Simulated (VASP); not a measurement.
# SiC (P6_3mc) in VASP: a series of runs

SiC is run at these levels: r2SCAN; tasks: single point.

Program: VASP 6.6.1. These are calculated values, not measurements. Logs are shortened: lines on timing, memory, paths and dates and some standing lists are left out, and cuts for length are marked.

**1. The cell of the first run**

Symmetry: P6_3mc, No. 186, hexagonal system. Conventional cell: a = 3.078 Å, b = 3.078 Å, c = 15.106 Å, α = 90.00°, β = 90.00°, γ = 120.00°. Si (site symmetry 3m) has 4 C at 1.89 Å within 2.5 Å. Within 2.5 Å of Si (site symmetry 3m) lie 4 C at 1.88 to 1.89 Å. Si (site symmetry 3m) has 4 C at 1.88 to 1.89 Å within 2.5 Å. C (site symmetry 3m) has 4 Si at 1.88 to 1.89 Å within 2.5 Å. Within 2.5 Å of C (site symmetry 3m) lie 4 Si at 1.89 Å. C (site symmetry 3m) has 4 Si at 1.88 to 1.89 Å within 2.5 Å.

**2. Single point, r2SCAN**

POSCAR

```
SiC
1.0
    3.0784832692      0.0000000000      0.0000000000
   -1.5392416346      2.6660447162      0.0000000000
    0.0000000000      0.0000000000     15.1064723537
Si C
6 6
Direct
    0.0000000000      0.0000000000      0.1250355590
    0.0000000000      0.0000000000      0.6250355590
    0.3333333333      0.6666666667      0.2918164363
    0.6666666667      0.3333333333      0.7918164363
    0.3333333333      0.6666666667      0.9583009454
    0.6666666667      0.3333333333      0.4583009454
    0.0000000000      0.0000000000     -0.0003142770
    0.0000000000      0.0000000000      0.4996857230
    0.3333333333      0.6666666667      0.1668458285
    0.6666666667      0.3333333333      0.6668458285
    0.3333333333      0.6666666667      0.8333155077
    0.6666666667      0.3333333333      0.3333155077
```

INCAR.step1

```
PREC = Accurate
ENCUT = 520
ISMEAR = 0
SIGMA = 0.02
LREAL = False
LASPH = True
NELM = 60
NBANDS = 36
GGA = PE
ALGO = Normal
EDIFF = 1E-4
LWAVE = True
LCHARG = False
```

INCAR.step2

```
PREC = Accurate
ENCUT = 520
EDIFF = 1E-6
ISMEAR = 0
SIGMA = 0.02
LREAL = False
LASPH = True
NELM = 60
ALGO = Normal
ISIF = 2
LWAVE = False
LCHARG = False
METAGGA = R2SCAN
LMIXTAU = True
NBANDS = 36
ISTART = 1
```

KPOINTS

```
regular mesh
0
Gamma
  12 12 2
```

Potentials or basis: VASP PAW PBE potentials, release 64 (Si, C).

The run is started by

```bash
$ cat potpaw_PBE.64/Si/POTCAR potpaw_PBE.64/C/POTCAR > POTCAR
$ cp INCAR.step1 INCAR
$ mpirun -np 1 vasp_std > vasp.out
$ cp INCAR.step2 INCAR
$ mpirun -np 1 vasp_std > vasp.out
```

OUTCAR:

```text
PREC = Accurate
   ENCUT = 520
   EDIFF = 1E-6
   ISMEAR = 0
   LREAL = False
   LASPH = True
   NELM = 60
   ISIF = 2
   METAGGA = R2SCAN
   ISTART = 1

 ion  position               nearest neighbor table
   1  0.000  0.000  0.125-   9 1.89   9 1.89   9 1.89   7 1.89   5 3.08   5 3.08   5 3.08   3 3.08
                             3 3.08   3 3.08
   2  0.000  0.000  0.625-  10 1.89  10 1.89  10 1.89   8 1.89   6 3.08   6 3.08   6 3.08   4 3.08
                             4 3.08   4 3.08
   3  0.333  0.667  0.292-  12 1.88  12 1.88  12 1.88   9 1.89   6 3.08   6 3.08   6 3.08   1 3.08
                             1 3.08   1 3.08
   4  0.667  0.333  0.792-  11 1.88  11 1.88  11 1.88  10 1.89   5 3.08   5 3.08   5 3.08   2 3.08
                             2 3.08   2 3.08
   5  0.333  0.667  0.958-   7 1.88   7 1.88   7 1.88  11 1.89   4 3.08   4 3.08   4 3.08   1 3.08
                             1 3.08   1 3.08
   6  0.667  0.333  0.458-   8 1.88   8 1.88   8 1.88  12 1.89   3 3.08   3 3.08   3 3.08   2 3.08
                             2 3.08   2 3.08
   7  0.000  0.000  1.000-   5 1.88   5 1.88   5 1.88   1 1.89
   8  0.000  0.000  0.500-   6 1.88   6 1.88   6 1.88   2 1.89
   9  0.333  0.667  0.167-   1 1.89   1 1.89   1 1.89   3 1.89
  10  0.667  0.333  0.667-   2 1.89   2 1.89   2 1.89   4 1.89
  11  0.333  0.667  0.833-   4 1.88   4 1.88   4 1.88   5 1.89
  12  0.667  0.333  0.333-   3 1.88   3 1.88   3 1.88   6 1.89

  LATTYP: Found a hexagonal cell.
 ALAT       =     3.0784832692
 C/A-ratio  =     4.9071153008

  Lattice vectors:

 A1 = (   3.0784832692,   0.0000000000,   0.0000000000)
 A2 = (  -1.5392416346,   2.6660447162,   0.0000000000)
 A3 = (   0.0000000000,   0.0000000000,  15.1064723537)

Analysis of symmetry for initial positions (statically):
=====================================================================
 Subroutine PRICEL returns:
 Original cell was already a primitive cell.

 Routine SETGRP: Setting up the symmetry group for a
 hexagonal supercell.

 Subroutine GETGRP returns: Found 12 space group operations
 (whereof  6 operations were pure point group operations)
 out of a pool of 24 trial point group operations.

The static configuration has the point symmetry C_3v.
 The point group associated with its full space group is C_6v.

Analysis of symmetry for dynamics (positions and initial velocities):
=====================================================================
 Subroutine PRICEL returns:
 Original cell was already a primitive cell.

 Routine SETGRP: Setting up the symmetry group for a
 hexagonal supercell.

 Subroutine GETGRP returns: Found 12 space group operations
 (whereof  6 operations were pure point group operations)
 out of a pool of 24 trial point group operations.

The dynamic configuration has the point symmetry C_3v.
 The point group associated with its full space group is C_6v.

 Subroutine INISYM returns: Found 12 space group operations
 (whereof  6 operations are pure point group operations),
 and found     1 'primitive' translations

----------------------------------------------------------------------------------------

                                     Primitive cell

  volume of cell :     123.9845

  direct lattice vectors                    reciprocal lattice vectors
     3.078483269  0.000000000  0.000000000     0.324835288  0.187543741  0.000000000
    -1.539241635  2.666044716  0.000000000     0.000000000  0.375087482  0.000000000
     0.000000000  0.000000000 15.106472354     0.000000000  0.000000000  0.066196791

  length of vectors
     3.078483269  3.078483269 15.106472354     0.375087482  0.375087482  0.066196791

  position of ions in fractional coordinates (direct lattice)
     0.000000000  0.000000000  0.125035559
     0.000000000  0.000000000  0.625035559
     0.333333333  0.666666667  0.291816436
     0.666666667  0.333333333  0.791816436
     0.333333333  0.666666667  0.958300945
     0.666666667  0.333333333  0.458300945
     0.000000000  0.000000000  0.999685723
     0.000000000  0.000000000  0.499685723
     0.333333333  0.666666667  0.166845829
     0.666666667  0.333333333  0.666845829
     0.333333333  0.666666667  0.833315508
     0.666666667  0.333333333  0.333315508

  ion indices of the primitive-cell ions
   primitive index   ion index
                 1           1
                 2           2
                 3           3
                 4           4
                 5           5
                 6           6
                 7           7
                 8           8
                 9           9
                10          10
                11          11
                12          12

----------------------------------------------------------------------------------------

 KPOINTS: regular mesh

Automatic generation of k-mesh.
 Grid dimensions read from file:
 generate k-points for:   12   12    2

 Generating k-lattice:

  Cartesian coordinates                     Fractional coordinates (reciprocal lattice)
     0.027069607  0.015628645  0.000000000     0.083333333  0.000000000  0.000000000
     0.000000000  0.031257290  0.000000000     0.000000000  0.083333333  0.000000000
     0.000000000  0.000000000  0.033098396     0.000000000  0.000000000  0.500000000

  Length of vectors
     0.031257290  0.031257290  0.033098396

  Shift w.r.t. Gamma in fractional coordinates (k-lattice)
     0.000000000  0.000000000  0.000000000

 Subroutine IBZKPT returns following result:
 ===========================================

 Found     38 irreducible k-points:

 Following reciprocal coordinates:
            Coordinates               Weight
  0.000000  0.000000  0.000000      1.000000
  0.083333 -0.000000  0.000000      6.000000
  0.166667 -0.000000  0.000000      6.000000
  0.250000 -0.000000  0.000000      6.000000
  0.333333 -0.000000  0.000000      6.000000
  0.416667 -0.000000  0.000000      6.000000
[... 16 lines left out ...]
  0.250000 -0.000000  0.500000      6.000000
  0.333333 -0.000000  0.500000      6.000000
 [... further k-points ...]
   k-points           NKPTS =     38   k-points in BZ     NKDIM =     38   number of bands    NBANDS=     36
   number of dos      NEDOS =    301   number of ions     NIONS =     12
   total plane-waves  NPLWV =  64512
   dimension x,y,z NGX =    24 NGY =   24 NGZ =  112
   dimension x,y,z NGXF=    48 NGYF=   48 NGZF=  224
   ions per type =               6   6
   NGX,Y,Z   is equivalent  to a cutoff of  12.96, 12.96, 12.33 a.u.
   NGXF,Y,Z  is equivalent  to a cutoff of  25.92, 25.92, 24.65 a.u.
 SYSTEM =  unknown system
   PREC   = accura    normal or accurate (medium, high low for compatibility)
   ISTART =      1    job   : 0-new  1-cont  2-samecut
   ICHARG =      0    charge: 1-file 2-atom 10-const
   ISPIN  =      1    spin polarized calculation?
   LNONCOLLINEAR =      F non collinear calculations
   LSORBIT =      F    spin-orbit coupling
   LASPH  =      T    aspherical Exc in radial PAW
   ENCUT  =  520.0 eV  38.22 Ry    6.18 a.u.   5.72  5.72 28.09*2*pi/ulx,y,z
   NELM   =     60;   NELMIN=  2; NELMDL=  0     # of ELM steps
   EDIFF  = 0.1E-05   stopping-criterion for ELM
   LREAL  =      F    real-space projection
   EDIFFG = 0.1E-04   stopping-criterion for IOM
   NSW    =      0    number of steps for IOM
   IBRION =     -1    ionic relax: 0-MD 1-quasi-New 2-CG
   NFREE  =      0    steps in history (QN), initial steepest desc. (CG)
   ISIF   =      2    stress and relaxation
   ISYM   =      2    0-nonsym 1-usesym 2-fastsym
   POTIM  = 0.5000    time-step for ionic-motion
   TEBEG  =    0.0;   TEEND  =   0.0 temperature during run
   PSTRESS=    0.0 pullay stress
   NELECT =      48.0000    total number of electrons
   NUPDOWN=      -1.0000    fix difference up-down
   EMIN   =  10.00;   EMAX   =-10.00  energy-range for DOS
   EFERMI =   0.00;   METHOD = LEGACY
   ISMEAR =     0;   SIGMA  =   0.02  broadening in eV -4-tet -1-fermi 0-gaus
   EFERMI_NEDOS =   21; number of points for ismear=-14 and -15
   IALGO  =     38    algorithm
   IMIX   =      4    mixing-type and parameters
     AMIX     =   0.40;   BMIX     =  1.00
     AMIX_MAG =   1.60;   BMIX_MAG =  1.00
  volume/ion in A,a.u.               =      10.33        69.72
  Fermi-wavevector in a.u.,A,eV,Ry     =   1.193162  2.254750 19.369744  1.423636
  Thomas-Fermi vector in A             =   2.329183
   LORBIT       =      0    0 simple, 1 ext, 2 COOP (PROOUT), +10 PAW based schemes
   METAGGA = R2SCAN    functional components
   LHFCALC =     F    Hartree Fock is set to
   AEXX    =    0.0000 exact exchange contribution
   IVDW    =     0    specifies the selected vdW correction
   LEPSILON=     F    determine dielectric tensor
   LRPA    =     F    only Hartree local field effects (RPA)
 non-spin polarized calculation
 Gauss-broadening in eV      SIGMA  =   0.02
  energy-cutoff  :      520.00
  volume of cell :      123.98
 maximum number of plane-waves:      3358
 NGX is ok and might be reduce to    24
   NGX = 11   NGY = 11   NGZ = 57

 number of electron      47.9999999 magnetization

 Free energy of the ion-electron system (eV)
  ---------------------------------------------------
  ext. energy  EPLUGINS =         0.00000000
  ---------------------------------------------------
  free energy    TOTEN  =      -115.96445048 eV

  energy without entropy =     -115.96445048  energy(sigma->0) =     -115.96445048

 E-fermi :   8.1508     XC(G=0): -11.9383

 val. band max:        8.0458336099   @ k =   0.0000   0.0000   0.0000
 cond. band min:      10.4441798990   @ k =   0.5000  -0.0000   0.0000
 fundamental gap:      2.3983462891
 Fermi energy:         8.1507834121

 k-point     1 :       0.0000    0.0000    0.0000
  band No.  band energies     occupation
      1      -8.2000      2.00000
      2      -7.6592      2.00000
      3      -7.6228      2.00000
      4      -6.0847      2.00000
      5      -6.0536      2.00000
      6      -4.5696      2.00000
[... 925 lines left out ...]
     35      16.5244      0.00000
     36      16.5244      0.00000

 [... further k-points ...]

------------------------ aborting loop because EDIFF is reached ----------------------------------------

  FORCE on cell =-STRESS in cart. coord.  units (eV):
  Direction    XX          YY          ZZ          XY          YZ          ZX
  --------------------------------------------------------------------------------------
  -------------------------------------------------------------------------------------
  Total       -0.1471440     -0.1471440     -0.1267891      0.0000000      0.0000000      0.0000000
  in kB       -1.9014538     -1.9014538     -1.6384196      0.0000000      0.0000000      0.0000000
  external PRESSURE =      -1.8137757 kB  Pullay stress =       0.0000000 kB

 VOLUME and BASIS-vectors are now :
 -----------------------------------------------------------------------------
  energy-cutoff  :      520.00
  volume of cell :      123.98
      direct lattice vectors                 reciprocal lattice vectors
     3.078483269  0.000000000  0.000000000     0.324835288  0.187543741  0.000000000
    -1.539241635  2.666044716  0.000000000     0.000000000  0.375087482  0.000000000
     0.000000000  0.000000000 15.106472354     0.000000000  0.000000000  0.066196791

 POSITION                                       TOTAL-FORCE (eV/Angst)
 -----------------------------------------------------------------------------------
      0.00000      0.00000      1.88885        -0.000000     -0.000000      0.002393
      0.00000      0.00000      9.44208         0.000000      0.000000      0.002393
     -0.00000      1.77736      4.40832        -0.000000      0.000000      0.000428
      1.53924      0.88868     11.96155         0.000000      0.000000      0.000428
     -0.00000      1.77736     14.47655         0.000000     -0.000000      0.000494
      1.53924      0.88868      6.92331        -0.000000      0.000000      0.000494
      0.00000      0.00000     15.10172        -0.000000     -0.000000     -0.001643
      0.00000      0.00000      7.54849         0.000000     -0.000000     -0.001643
     -0.00000      1.77736      2.52045        -0.000000     -0.000000     -0.000771
      1.53924      0.88868     10.07369        -0.000000     -0.000000     -0.000771
     -0.00000      1.77736     12.58846        -0.000000      0.000000     -0.000901
      1.53924      0.88868      5.03522         0.000000     -0.000000     -0.000901
 -----------------------------------------------------------------------------------
    total drift:                               -0.000000     -0.000000      0.000584

  FREE ENERGIE OF THE ION-ELECTRON SYSTEM (eV)
  ---------------------------------------------------
  free  energy   TOTEN  =      -115.9644504777 eV

  energy  without entropy=     -115.9644504777  energy(sigma->0) =     -115.96445048
```

It took 14 min on 1 thread of Intel Xeon 8259CL, shared host; peak memory 0.33 GiB.

What came out:

```
Free energy            : -115.9645 eV
Pressure               : -0.2 GPa
Band gap on the k mesh : 2.40 eV (least direct gap 3.56 eV)
```

Forces in eV/Å, atoms in the order of the input:
```
Si   0.000  0.000  0.002
Si   0.000  0.000  0.002
Si   0.000  0.000  0.000
Si   0.000  0.000  0.000
Si   0.000  0.000  0.000
Si   0.000  0.000  0.000
C    0.000  0.000 -0.002
C    0.000  0.000 -0.002
C    0.000  0.000 -0.001
C    0.000  0.000 -0.001
C    0.000  0.000 -0.001
C    0.000  0.000 -0.001
```

Caveat: the PAW data sets were made with another functional, which shifts forces and pressure a little.

**3. Single point, r2SCAN**

POSCAR: that of step 2 with these lines changed.

```diff
@@ -14,3 +14,3 @@
     0.6666666667      0.3333333333      0.4583009454
-    0.0000000000      0.0000000000     -0.0003142770
+    0.0000000000      0.0000000000      0.9996857230
     0.0000000000      0.0000000000      0.4996857230
```

INCAR.step1

```
ALGO = Normal ; EDIFF = 1E-4
ENCUT = 520 ; GGA = PE
ISMEAR = 0 ; LASPH = True
LCHARG = False ; LREAL = False
LWAVE = True ; NBANDS = 36
NELM = 80 ; PREC = Accurate
SIGMA = 0.05
```

INCAR.step2

```
ALGO = Normal ; EDIFF = 1E-6
ENCUT = 520 ; ISIF = 2
ISMEAR = 0 ; ISTART = 1
LASPH = True ; LCHARG = False
LMIXTAU = True ; LREAL = False
LWAVE = False ; METAGGA = R2SCAN
NBANDS = 36 ; NELM = 80
PREC = Accurate ; SIGMA = 0.05
```

KPOINTS

```
k-points
0
Gamma
  12 12 2
```

Potentials or basis: VASP PAW PBE potentials, release 64 (Si, C).

The run is started by

```bash
$ cat potpaw_PBE.64/Si/POTCAR potpaw_PBE.64/C/POTCAR > POTCAR
$ cp INCAR.step1 INCAR
$ mpirun -np 1 vasp_std > vasp.out
$ cp INCAR.step2 INCAR
$ mpirun -np 1 vasp_std > vasp.out
```

It took 14 min on 1 thread of Intel Xeon 8259CL, shared host; peak memory 0.33 GiB.

The run converged. Its results:

- Free energy: -115.9645 eV
- Pressure: -0.2 GPa
- Band gap on the k mesh: 2.40 eV (least direct gap 3.56 eV)

Forces on the atoms (eV/Å):
```
Si   0.000  0.000  0.002
Si   0.000  0.000  0.002
Si   0.000  0.000  0.000
Si   0.000  0.000  0.000
Si   0.000  0.000  0.000
Si   0.000  0.000  0.000
C    0.000  0.000 -0.002
C    0.000  0.000 -0.002
C    0.000  0.000 -0.001
C    0.000  0.000 -0.001
C    0.000  0.000 -0.001
C    0.000  0.000 -0.001
```

Levels at points of the mesh, in eV from the valence-band top:
```csv
k point,band 21,band 22,band 23,band 24,band 25,band 26,band 27,band 28
"(0.00, 0.00, 0.00)",-0.32,-0.04,0.00,0.00,5.76,5.93,6.34,6.86
"(0.50, 0.00, 0.00)",-1.90,-1.87,-1.72,-1.16,2.40,2.61,3.67,4.35
"(0.00, 0.00, 0.50)",-0.10,-0.10,-0.10,-0.10,5.83,5.83,6.58,6.58
"(0.50, 0.00, 0.50)",-1.79,-1.79,-1.37,-1.37,2.46,2.46,3.89,3.89
```

Caveat: the PAW data sets were made with another functional, which shifts forces and pressure a little.
